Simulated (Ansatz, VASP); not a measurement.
# Ag: VASP beside Ansatz

INCAR

```
PREC = Accurate
ENCUT = 600
EDIFF = 1E-6
ISMEAR = 0
SIGMA = 0.1
LREAL = False
LASPH = True
NELM = 100
ALGO = Fast
ISIF = 3
LWAVE = False
LCHARG = False
GGA = PS
IBRION = 2
NSW = 80
EDIFFG = -0.05
```

KPOINTS

```
Automatic mesh
0
Gamma
  4 4 2
```

POSCAR

```
Ag
1.0
    3.3724302770     -3.3674520411      0.0000000000
    3.3724302770      3.3674520411      0.0000000000
    0.0000000000      0.0000000000      8.8127321861
Ag
5
Direct
    0.5000000000      0.0000000000      0.3092481955
    0.0000000000      0.5000000000      0.6907518045
    0.0000000000      0.5000000000      0.3092481955
    0.5000000000      0.0000000000      0.6907518045
    0.0000000000      0.0000000000      0.0000000000
```

Input for Ansatz:

```yaml
crystal:
  lattice:
    - [3.372430277, -3.3674520411, 0.0]
    - [3.372430277, 3.3674520411, 0.0]
    - [0.0, 0.0, 8.8127321861]
  atoms:
    - { symbol: Ag, position: [0.5, 0.0, 0.3092481955] }
    - { symbol: Ag, position: [0.0, 0.5, 0.6907518045] }
    - { symbol: Ag, position: [0.0, 0.5, 0.3092481955] }
    - { symbol: Ag, position: [0.5, 0.0, 0.6907518045] }
    - { symbol: Ag, position: [0.0, 0.0, 0.0] }
basis:
  ecutwfc: 420
kpoints:
  mp_grid: { grid: [4, 4, 2] }
hamiltonian:
  xc: pbesol
scf:
  occupations: { method: gaussian, width: 0.1 }
output:
  forces: true
  stress: true
  eigenvalues: true
relax:
  adjacent_minimum: "off"
  f_tol: 0.05
  max_steps: 60
  cell: { stress_tol: 0.5 }
```

Alike in both runs: task relaxation of cell and atoms; functional PBEsol; k mesh 4 × 4 × 2; occupations gaussian, width 0.1 eV; no spin polarisation.

|  | VASP | Ansatz |
| --- | --- | --- |
| version | VASP 6.6.1 | Ansatz 0.2.0 |
| potentials or method | VASP PAW PBE potentials, release 64 (Ag), cutoff 600 eV | scalar-relativistic, plane waves, PAW |
| valence electrons in the cell | 55 | 95 |

|  | VASP | Ansatz | Ansatz less VASP |
| --- | --- | --- | --- |
| gap on the k mesh at the Fermi level, each at its own relaxed structure (eV) | none | none | - |
| relaxed volume (Å³/atom) | 19.72 | 19.80 | +0.074 |
| relaxed cell length with the largest relative difference (Å) | 3.803 | 3.810 | +0.0067 |

VASP's potentials were made for PBE, not for PBEsol. A gap of «none» marks a metal or a gap that the smearing closes. VASP's potentials hold 55 valence electrons a cell and Ansatz's 95, so a difference there can come from the potentials and not from the codes.

Noted on VASP's run: the volume moved by over 15 % at a fixed basis, so the end points are rough.
